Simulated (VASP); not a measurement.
Sn2As:

```
Sn As
1.0
     0.00000    3.69891    3.69891
     3.69891    0.00000    3.69891
     3.69891    3.69891    0.00000
Sn As
2 1
Direct
  0.25000 0.25000 0.25000
  0.75000 0.75000 0.75000
  0.00000 0.00000 0.00000
```

The cell was built from a structure type or drawn by symmetry, and may not be a known phase.

* Program: VASP 6.6.1
* Task: relaxation of cell and atoms
* Functional: PBE
* Potentials or basis: VASP PAW PBE potentials, release 64 (Sn_d, As)
* Cutoff: 600 eV
* k mesh: 4 × 4 × 4
* Occupations: gaussian, width 0.1 eV
* Spin: no spin polarisation

At the start: pressure -4.6 GPa; volume 33.74 Å³/atom.

Task: Where does the relaxation end?

Result: Over 3 steps the energy falls by 69.0 meV/atom and the volume is 29.49 Å³/atom (-12.6 %); space group Fm-3m (No. 225, to 0.1 Å) before and after.

Step by step:
| step | energy change (eV) | largest force (eV/Å) | pressure (GPa) | volume (Å³) |
| --- | --- | --- | --- | --- |
| 1 | 0.0000 | 0.0000 | -4.63 | 101.22 |
| 2 | -0.2056 | 0.0000 | 0.47 | 87.60 |
| 3 | -0.2070 | 0.0000 | 0.03 | 88.46 |

Final structure:
```yaml
crystal:
  lattice:
    - [0.00000, 3.53653, 3.53653]
    - [3.53653, 0.00000, 3.53653]
    - [3.53653, 3.53653, 0.00000]
  atoms:
    - { symbol: Sn, position: [0.25000, 0.25000, 0.25000] }
    - { symbol: Sn, position: [0.75000, 0.75000, 0.75000] }
    - { symbol: As, position: [0.00000, 0.00000, 0.00000] }
```

Caveat: the k points lie up to 0.38 Å⁻¹ apart in the final cell, too coarse for converged energies and pressures of a metal.
